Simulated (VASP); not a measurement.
Here is a VASP 6.6.1 calculation.

INCAR

```
PREC = Accurate
ENCUT = 520
EDIFF = 1E-6
ISMEAR = -1
SIGMA = 0.05
LREAL = F
LASPH = T
NELM = 80
ALGO = Normal
ISIF = 2
LWAVE = F
LCHARG = F
GGA = PE
NBANDS = 35
```

Contents of KPOINTS:

```
Automatic mesh
0
Gamma
  9 9 2
```

File POSCAR:

```
Te2Mo
1.0
    3.4945872080      0.0000000000      0.0000000000
   -1.7472936040      3.0264012979      0.0000000000
    0.0000000000      0.0000000000     13.8798146239
Te Mo
4 2
Direct
    0.6666666667      0.3333333333      0.3790000000
    0.3333333333      0.6666666667      0.8790000000
    0.6666666667      0.3333333333      0.1210000000
    0.3333333333      0.6666666667      0.6210000000
    0.6666666667      0.3333333333      0.7500000000
    0.3333333333      0.6666666667      0.2500000000
```

Potentials or basis: VASP PAW PBE potentials, release 64 (Te, Mo_sv).

Command:

```sh
$ cat potpaw_PBE.64/Te/POTCAR potpaw_PBE.64/Mo_sv/POTCAR > POTCAR
$ mpirun -np 1 vasp_std > vasp.out
```

Question: Predict the band gap on the k mesh.

Answer: 0.77 eV, indirect (least direct gap 1.07 eV).

Question: Predict the pressure.

Answer: 5.2 GPa.

Forces on the atoms (eV/Å):
```
Te   0.000  0.000  0.480
Te   0.000  0.000  0.480
Te   0.000  0.000 -0.480
Te   0.000  0.000 -0.480
Mo   0.000  0.000  0.000
Mo   0.000  0.000  0.000
```

Caveat: spin-orbit coupling is left out, which moves the levels of the heavy elements; this functional lacks dispersion, which binds the layers, so the pressure and a relaxed spacing across them are unreliable. Expect the measured gap to be larger: semilocal functionals such as PBE lack the derivative discontinuity.
